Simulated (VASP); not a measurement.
# MgO (Fm-3m) in VASP: single point with LDA

Aim: the single point of MgO with LDA.

Program: VASP 6.6.1. These are calculated values, not measurements. Logs are shortened: lines on timing, memory, paths and dates and some standing lists are left out, and cuts for length are marked.

## (1) The cell of the first run

Symmetry: Fm-3m, No. 225, cubic system. Conventional cell: a = 4.212 Å, b = 4.212 Å, c = 4.212 Å, α = 90.00°, β = 90.00°, γ = 90.00°. Within 2.8 Å of Mg (site symmetry m-3m) lie 6 O at 2.11 Å. O (site symmetry m-3m) has 6 Mg at 2.11 Å within 2.8 Å.

## (2) Single point, LDA

The input, INCAR:

```
SYSTEM = MgO
PREC     = Accurate       ! precision mode
ENCUT    = 840            ! plane-wave cutoff, eV
EDIFF    = 1E-6           ! SCF threshold, eV
ISMEAR   = 0              ! smearing method
SIGMA    = 0.1            ! smearing width, eV
LREAL    = .FALSE.        ! projectors in reciprocal space
LASPH    = .TRUE.         ! aspherical terms in the spheres
NELM     = 120            ! most SCF steps
ALGO     = Normal         ! electronic algorithm
ISIF     = 2              ! what is computed and relaxed
LWAVE    = .FALSE.        ! write WAVECAR
LCHARG   = .TRUE.         ! write CHGCAR
LELF     = .TRUE.         ! ELF
LVHAR    = .TRUE.       
NBANDS   = 15             ! bands
GGA_COMPAT= .FALSE.
```

The input, KPOINTS:

```
Automatic mesh
0
G
  8 8 8
  0 0 0
```

The input, POSCAR:

```
MgO
1.0
    0.0000000000      2.1060000000      2.1060000000
    2.1060000000      0.0000000000      2.1060000000
    2.1060000000      2.1060000000      0.0000000000
Mg O
1 1
Direct
    0.0000000000      0.0000000000      0.0000000000
    0.5000000000      0.5000000000      0.5000000000
```

Potentials or basis: VASP PAW LDA potentials, release 64 (Mg_sv, O).

Run with:

```
> cat potpaw_LDA.64/Mg_sv/POTCAR potpaw_LDA.64/O/POTCAR > POTCAR
> mpirun -np 1 vasp_std > vasp.out
```

OUTCAR:

```text
SYSTEM = MgO
   PREC = Accurate
   ENCUT = 840
   EDIFF = 1E-6
   ISMEAR = 0
   LREAL = .FALSE.
   LASPH = .TRUE.
   NELM = 120
   ISIF = 2

 ion  position               nearest neighbor table
   1  0.000  0.000  0.000-   2 2.11   2 2.11   2 2.11   2 2.11   2 2.11   2 2.11
   2  0.500  0.500  0.500-   1 2.11   1 2.11   1 2.11   1 2.11   1 2.11   1 2.11

  LATTYP: Found a face centered cubic cell.
 ALAT       =     4.2120000000

  Lattice vectors:

 A1 = (   0.0000000000,   2.1060000000,   2.1060000000)
 A2 = (   2.1060000000,   0.0000000000,   2.1060000000)
 A3 = (   2.1060000000,   2.1060000000,   0.0000000000)

Analysis of symmetry for initial positions (statically):
=====================================================================
 Subroutine PRICEL returns:
 Original cell was already a primitive cell.

 Routine SETGRP: Setting up the symmetry group for a
 face centered cubic supercell.

 Subroutine GETGRP returns: Found 48 space group operations
 (whereof 48 operations were pure point group operations)
 out of a pool of 48 trial point group operations.

The static configuration has the point symmetry O_h .

Analysis of symmetry for dynamics (positions and initial velocities):
=====================================================================
 Subroutine PRICEL returns:
 Original cell was already a primitive cell.

 Routine SETGRP: Setting up the symmetry group for a
 face centered cubic supercell.

 Subroutine GETGRP returns: Found 48 space group operations
 (whereof 48 operations were pure point group operations)
 out of a pool of 48 trial point group operations.

The dynamic configuration has the point symmetry O_h .

 Subroutine INISYM returns: Found 48 space group operations
 (whereof 48 operations are pure point group operations),
 and found     1 'primitive' translations

----------------------------------------------------------------------------------------

                                     Primitive cell

  volume of cell :      18.6812

  direct lattice vectors                    reciprocal lattice vectors
     0.000000000  2.106000000  2.106000000    -0.237416904  0.237416904  0.237416904
     2.106000000  0.000000000  2.106000000     0.237416904 -0.237416904  0.237416904
     2.106000000  2.106000000  0.000000000     0.237416904  0.237416904 -0.237416904

  length of vectors
     2.978333762  2.978333762  2.978333762     0.411218140  0.411218140  0.411218140

  position of ions in fractional coordinates (direct lattice)
     0.000000000  0.000000000  0.000000000
     0.500000000  0.500000000  0.500000000

  ion indices of the primitive-cell ions
   primitive index   ion index
                 1           1
                 2           2

----------------------------------------------------------------------------------------

 KPOINTS: Automatic mesh

Automatic generation of k-mesh.
 Grid dimensions read from file:
 generate k-points for:    8    8    8

 Generating k-lattice:

  Cartesian coordinates                     Fractional coordinates (reciprocal lattice)
    -0.029677113  0.029677113  0.029677113     0.125000000  0.000000000  0.000000000
     0.029677113 -0.029677113  0.029677113     0.000000000  0.125000000  0.000000000
     0.029677113  0.029677113 -0.029677113     0.000000000  0.000000000  0.125000000

  Length of vectors
     0.051402268  0.051402268  0.051402268

  Shift w.r.t. Gamma in fractional coordinates (k-lattice)
     0.000000000  0.000000000  0.000000000

 Subroutine IBZKPT returns following result:
 ===========================================

 Found     29 irreducible k-points:

 Following reciprocal coordinates:
            Coordinates               Weight
  0.000000  0.000000  0.000000      1.000000
  0.125000  0.000000  0.000000      8.000000
  0.250000  0.000000  0.000000      8.000000
  0.375000  0.000000  0.000000      8.000000
  0.500000  0.000000  0.000000      4.000000
  0.125000  0.125000  0.000000      6.000000
[... 16 lines left out ...]
  0.500000  0.250000  0.125000     48.000000
 -0.375000  0.250000  0.125000     24.000000
 [... further k-points ...]
   k-points           NKPTS =     29   k-points in BZ     NKDIM =     29   number of bands    NBANDS=     15
   number of dos      NEDOS =    301   number of ions     NIONS =      2
   total plane-waves  NPLWV =  21952
   dimension x,y,z NGX =    28 NGY =   28 NGZ =   28
   dimension x,y,z NGXF=    56 NGYF=   56 NGZF=   56
   ions per type =               1   1
   NGX,Y,Z   is equivalent  to a cutoff of  15.63, 15.63, 15.63 a.u.
   NGXF,Y,Z  is equivalent  to a cutoff of  31.26, 31.26, 31.26 a.u.
 SYSTEM =  MgO
   PREC   = accura    normal or accurate (medium, high low for compatibility)
   ISTART =      0    job   : 0-new  1-cont  2-samecut
   ICHARG =      2    charge: 1-file 2-atom 10-const
   ISPIN  =      1    spin polarized calculation?
   LNONCOLLINEAR =      F non collinear calculations
   LSORBIT =      F    spin-orbit coupling
   LASPH  =      T    aspherical Exc in radial PAW
   ENCUT  =  840.0 eV  61.74 Ry    7.86 a.u.   7.04  7.04  7.04*2*pi/ulx,y,z
   NELM   =    120;   NELMIN=  2; NELMDL= -5     # of ELM steps
   EDIFF  = 0.1E-05   stopping-criterion for ELM
   LREAL  =      F    real-space projection
   EDIFFG = 0.1E-04   stopping-criterion for IOM
   NSW    =      0    number of steps for IOM
   IBRION =     -1    ionic relax: 0-MD 1-quasi-New 2-CG
   NFREE  =      0    steps in history (QN), initial steepest desc. (CG)
   ISIF   =      2    stress and relaxation
   ISYM   =      2    0-nonsym 1-usesym 2-fastsym
   POTIM  = 0.5000    time-step for ionic-motion
   TEBEG  =    0.0;   TEEND  =   0.0 temperature during run
   PSTRESS=    0.0 pullay stress
   NELECT =      16.0000    total number of electrons
   NUPDOWN=      -1.0000    fix difference up-down
   EMIN   =  10.00;   EMAX   =-10.00  energy-range for DOS
   EFERMI =   0.00;   METHOD = LEGACY
   ISMEAR =     0;   SIGMA  =   0.10  broadening in eV -4-tet -1-fermi 0-gaus
   EFERMI_NEDOS =   21; number of points for ismear=-14 and -15
   IALGO  =     38    algorithm
   IMIX   =      4    mixing-type and parameters
     AMIX     =   0.40;   BMIX     =  1.00
     AMIX_MAG =   1.60;   BMIX_MAG =  1.00
  volume/ion in A,a.u.               =       9.34        63.03
  Fermi-wavevector in a.u.,A,eV,Ry     =   1.554700  2.937956 32.886513  2.417091
  Thomas-Fermi vector in A             =   2.658748
   LORBIT       =      0    0 simple, 1 ext, 2 COOP (PROOUT), +10 PAW based schemes
   GGA     = CA    functional components
   LHFCALC =     F    Hartree Fock is set to
   AEXX    =    0.0000 exact exchange contribution
   IVDW    =     0    specifies the selected vdW correction
   LEPSILON=     F    determine dielectric tensor
   LRPA    =     F    only Hartree local field effects (RPA)
 non-spin polarized calculation
 Gauss-broadening in eV      SIGMA  =   0.10
  energy-cutoff  :      840.00
  volume of cell :       18.68
 maximum number of plane-waves:      1056
   NGX = 15   NGY = 15   NGZ = 15

 number of electron      15.9999995 magnetization

 Free energy of the ion-electron system (eV)
  ---------------------------------------------------
  ext. energy  EPLUGINS =         0.00000000
  ---------------------------------------------------
  free energy    TOTEN  =       -13.22462169 eV

  energy without entropy =      -13.22462169  energy(sigma->0) =      -13.22462169

 E-fermi :   3.1856     XC(G=0): -11.9334

 val. band max:        2.5806374512   @ k =   0.0000   0.0000   0.0000
 cond. band min:       7.2493626186   @ k =   0.0000   0.0000   0.0000
 fundamental gap:      4.6687251674
 Fermi energy:         3.1855667297

 k-point     1 :       0.0000    0.0000    0.0000
  band No.  band energies     occupation
      1     -68.7561      2.00000
      2     -36.2172      2.00000
      3     -36.2172      2.00000
      4     -36.2172      2.00000
      5     -14.4043      2.00000
      6       2.5806      2.00000
      7       2.5806      2.00000
      8       2.5806      2.00000
      9       7.2494      0.00000
     10      18.1108      0.00000
     11      18.1108      0.00000
     12      18.1108      0.00000
     13      22.1378      0.00000
     14      23.7733      0.00000
     15      23.7733      0.00000

 k-point     2 :       0.1250    0.0000    0.0000
  band No.  band energies     occupation
      1     -68.7544      2.00000
      2     -36.2305      2.00000
      3     -36.2184      2.00000
      4     -36.2184      2.00000
      5     -14.2295      2.00000
      6       1.6169      2.00000
      7       2.4751      2.00000
      8       2.4751      2.00000
      9       8.1548      0.00000
     10      16.4620      0.00000
     11      18.4685      0.00000
     12      18.4685      0.00000
     13      22.7866      0.00000
     14      22.7866      0.00000
     15      24.2386      0.00000

 k-point     3 :       0.2500    0.0000    0.0000
  band No.  band energies     occupation
      1     -68.7512      2.00000
      2     -36.2629      2.00000
      3     -36.2217      2.00000
      4     -36.2217      2.00000
      5     -13.7750      2.00000
      6      -0.1101      2.00000
      7       2.2320      2.00000
      8       2.2320      2.00000
      9       9.5692      0.00000
     10      14.9401      0.00000
     11      18.9517      0.00000
     12      18.9517      0.00000
     13      22.3960      0.00000
     14      22.3960      0.00000
     15      24.2786      0.00000
[... 343 lines left out ...]
 k-point    23 :       0.5000    0.2500    0.1250
  band No.  band energies     occupation
      1     -68.7461      2.00000
      2     -36.2862      2.00000
      3     -36.2464      2.00000
      4     -36.2313      2.00000
      5     -13.0579      2.00000
      6      -1.1778      2.00000
      7       0.8271      2.00000
      8       1.6963      2.00000
      9      11.9252      0.00000
     10      14.0380      0.00000
     11      16.2300      0.00000
     12      19.4218      0.00000
     13      21.9743      0.00000
     14      24.6740      0.00000
     15      28.2565      0.00000

 k-point    24 :      -0.3750    0.2500    0.1250
  band No.  band energies     occupation
      1     -68.7450      2.00000
      2     -36.2936      2.00000
      3     -36.2487      2.00000
      4     -36.2340      2.00000
      5     -12.8799      2.00000
      6      -1.4809      2.00000
      7       0.6178      2.00000
      8       1.5751      2.00000
      9      12.0871      0.00000
     10      14.5864      0.00000
     11      15.8040      0.00000
     12      19.1797      0.00000
     13      22.8381      0.00000
     14      24.3281      0.00000
     15      28.3926      0.00000

 [... further k-points ...]

------------------------ aborting loop because EDIFF is reached ----------------------------------------

  FORCE on cell =-STRESS in cart. coord.  units (eV):
  Direction    XX          YY          ZZ          XY          YZ          ZX
  --------------------------------------------------------------------------------------
  -------------------------------------------------------------------------------------
  Total       -0.6459265     -0.6459265     -0.6459265      0.0000000      0.0000000      0.0000000
  in kB      -55.3972952    -55.3972952    -55.3972952      0.0000000      0.0000000      0.0000000
  external PRESSURE =     -55.3972952 kB  Pullay stress =       0.0000000 kB

 VOLUME and BASIS-vectors are now :
 -----------------------------------------------------------------------------
  energy-cutoff  :      840.00
  volume of cell :       18.68
      direct lattice vectors                 reciprocal lattice vectors
     0.000000000  2.106000000  2.106000000    -0.237416904  0.237416904  0.237416904
     2.106000000  0.000000000  2.106000000     0.237416904 -0.237416904  0.237416904
     2.106000000  2.106000000  0.000000000     0.237416904  0.237416904 -0.237416904

 POSITION                                       TOTAL-FORCE (eV/Angst)
 -----------------------------------------------------------------------------------
      0.00000      0.00000      0.00000        -0.000000     -0.000000      0.000000
      2.10600      2.10600      2.10600         0.000000      0.000000     -0.000000
 -----------------------------------------------------------------------------------
    total drift:                                0.000000      0.000000      0.000000

  FREE ENERGIE OF THE ION-ELECTRON SYSTEM (eV)
  ---------------------------------------------------
  free  energy   TOTEN  =       -13.2246216861 eV

  energy  without entropy=      -13.2246216861  energy(sigma->0) =      -13.22462169
```

It took 12 s on 1 thread of AMD EPYC 7R13 (Zen 3), shared host; peak memory 0.11 GiB.

What came out:

* Free energy: -13.2246 eV
* Pressure: -5.5 GPa
* Band gap on the k mesh: 4.67 eV

Caveat: the cell stands under tension.
